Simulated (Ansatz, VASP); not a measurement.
## Two plane-wave programs on ZrN

```
CELL_PARAMETERS angstrom
0.00000 2.29675 2.29675
2.29675 0.00000 2.29675
2.29675 2.29675 0.00000
ATOMIC_POSITIONS crystal
Zr 0.00000 0.00000 0.00000
N 0.50000 0.50000 0.50000
```

Alike in both runs: functional PBE; k mesh 6 × 6 × 6; occupations gaussian, width 0.1 eV; no spin polarisation.

Ansatz relaxed the structure, and its values are those at the end. VASP's run is a single point on that final structure, the one shown.

```csv
,VASP,Ansatz
version,VASP 6.6.1,Ansatz 0.2.0
potentials or method,"VASP PAW PBE potentials, release 64 (Zr_sv, N), cutoff 600 eV","scalar-relativistic, plane waves, PAW"
valence electrons in the cell,17,17
```

Ansatz gave:

* gap on the k mesh at the Fermi level (eV): none
* pressure (GPa): 0.0

Problem. Which values does VASP return?

Solution. gap on the k mesh at the Fermi level (eV): none; pressure (GPa): 0.1.

A gap of «none» marks a metal or a gap that the smearing closes.

The k mesh is coarse, so the values compare programs but aren't converged.
